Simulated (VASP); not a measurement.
Write the native input for VASP 6.6.1 that does the following.

| Quantity | Value |
| --- | --- |
| Task | single point |
| Functional | PBE |
| Potentials or basis | VASP PAW PBE potentials, release 64 (F) |
| Cutoff | 520 eV |
| k mesh | 24 × 24 × 24 |
| Occupations | fermi-dirac, width 0.08 eV |
| Spin | no spin polarisation |
| Dipole correction | no |
| Further INCAR settings | ALGO = Normal; EDIFF = 1e-07; NBANDS = 10 |

The structure of F lies in POSCAR:

```
F
1.0
   -1.0177150585      1.0177150585      1.0177150585
    1.0177150585     -1.0177150585      1.0177150585
    1.0177150585      1.0177150585     -1.0177150585
F
1
Direct
    0.0000000000      0.0000000000      0.0000000000
```

These files were run (other wordings do the same):

INCAR

```
ALGO = Normal ; EDIFF = 1E-7
ENCUT = 520 ; GGA = PE
ISIF = 2 ; ISMEAR = -1
LASPH = T ; LCHARG = F
LREAL = F ; LWAVE = F
NBANDS = 10 ; NELM = 100
PREC = Accurate ; SIGMA = 0.08
```

KPOINTS

```
k-points
0
Gamma
  24 24 24
```

Potentials or basis: VASP PAW PBE potentials, release 64 (F).

Command:

```bash
$ cat potpaw_PBE.64/F/POTCAR > POTCAR
$ mpirun -np 1 vasp_std > vasp.out
```

It gave:

```yaml
Pressure: 429.5 GPa
Band_gap_on_the_k_mesh: zero (an odd number of electrons rules out a gap without spin polarisation)
```

Caveat: the cell stands under pressure; an odd number of electrons without spin polarisation forces a metal; a magnetic or distorted state may lie lower.

It took 23 s on 1 thread of AMD EPYC 7R13 (shared host), peak memory 0.09 GiB.
